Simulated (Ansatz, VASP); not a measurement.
## Two plane-wave programs on InSb

Contents of INCAR:

```
SYSTEM = InSb
PREC     = Accurate       ! precision mode
ENCUT    = 520            ! plane-wave cutoff, eV
EDIFF    = 1E-7           ! SCF threshold, eV
ISMEAR   = 0              ! smearing method
SIGMA    = 0.05           ! smearing width, eV
LREAL    = .False.        ! projectors in reciprocal space
LASPH    = .True.         ! aspherical terms in the spheres
NELM     = 60             ! most SCF steps
ALGO     = Normal         ! electronic algorithm
ISIF     = 2              ! what is computed and relaxed
LWAVE    = .False.        ! write WAVECAR
LCHARG   = .False.        ! write CHGCAR
GGA      = PE             ! functional
NBANDS   = 16             ! bands
```

File KPOINTS:

```
regular mesh
0
Gamma
  6 6 6
  0 0 0
```

Contents of POSCAR:

```
InSb
1.0
    0.0000000000      3.2391003701      3.2391003701
    3.2391003701      0.0000000000      3.2391003701
    3.2391003701      3.2391003701      0.0000000000
In Sb
1 1
Direct
    0.0000000000      0.0000000000      0.0000000000
    0.7500000000      0.7500000000      0.7500000000
```

Input for Ansatz:

```yaml
crystal:
  lattice:
    - [0.0, 3.2391003701, 3.2391003701]
    - [3.2391003701, 0.0, 3.2391003701]
    - [3.2391003701, 3.2391003701, 0.0]
  atoms:
    - { symbol: In, position: [0.0, 0.0, 0.0] }
    - { symbol: Sb, position: [0.75, 0.75, 0.75] }
basis:
  ecutwfc: 420
  ecutrho_ratio: 4
kpoints:
  mp_grid: { grid: [6, 6, 6] }
hamiltonian:
  xc: pbe
scf:
  occupations: { method: gaussian, width: 0.05 }
output:
  forces: true
  stress: true
  eigenvalues: true
  populations: true
  write_density: true
  write_potential: true
  elf: true
  volumetric_format: npy
```

Alike in both runs: task single point; functional PBE; k mesh 6 × 6 × 6; occupations gaussian, width 0.05 eV; no spin polarisation.

```csv
,VASP,Ansatz
version,VASP 6.6.1,Ansatz 0.2.0
potentials or method,"VASP PAW PBE potentials, release 64 (In_d, Sb), cutoff 520 eV","scalar-relativistic, plane waves, PAW"
valence electrons in the cell,18,28
```

|  | VASP | Ansatz | Ansatz less VASP |
| --- | --- | --- | --- |
| gap on the k mesh at the Fermi level (eV) | none | none | - |
| pressure (GPa) | 3.2 | 3.2 | +0.02 |

A gap of «none» marks a metal or a gap that the smearing closes. VASP's potentials hold 18 valence electrons a cell and Ansatz's 28, so a difference there can come from the potentials and not from the codes.

Spin-orbit coupling is off throughout.
